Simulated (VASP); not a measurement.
V, 2 atoms in the cell. The structure is hexagonal, space group P6_3/mmc (No. 194). The conventional cell has a = 2.572 Å, b = 2.572 Å, c = 4.686 Å, α = 90.00°, β = 90.00°, γ = 120.00°. V (site symmetry -6m2) has 12 V at 2.57 to 2.77 Å within 3.4 Å.  This cell differs from its parent crystal: volume scaled by 1.04.

* Program: VASP 6.6.1
* Task: single point
* Functional: LDA
* Potentials or basis: VASP PAW LDA potentials, release 64 (V_sv)
* Cutoff: 520 eV
* k mesh: 16 × 16 × 8
* Occupations: fermi-dirac, width 0.1 eV
* Spin: no spin polarisation
* Dipole correction: no
* Further INCAR settings: ALGO = Normal; EDIFF = 1e-06; NBANDS = 20

Potentials or basis: VASP PAW LDA potentials, release 64 (V_sv).

Launch:

```console
$ cat potpaw_LDA.64/V_sv/POTCAR > POTCAR
$ mpirun -np 1 vasp_std > vasp.out
```

Hardware: 1 thread of Intel(R) Xeon(R) 6975P-C (Granite Rapids), on a shared host.

Question: How long does it take, and how much memory?

Answer: Run time: 30 s on 1 thread of Intel(R) Xeon(R) 6975P-C (Granite Rapids), with other jobs on the host, peak memory 0.17 GiB. Counts: scf iterations 12, k points 150.
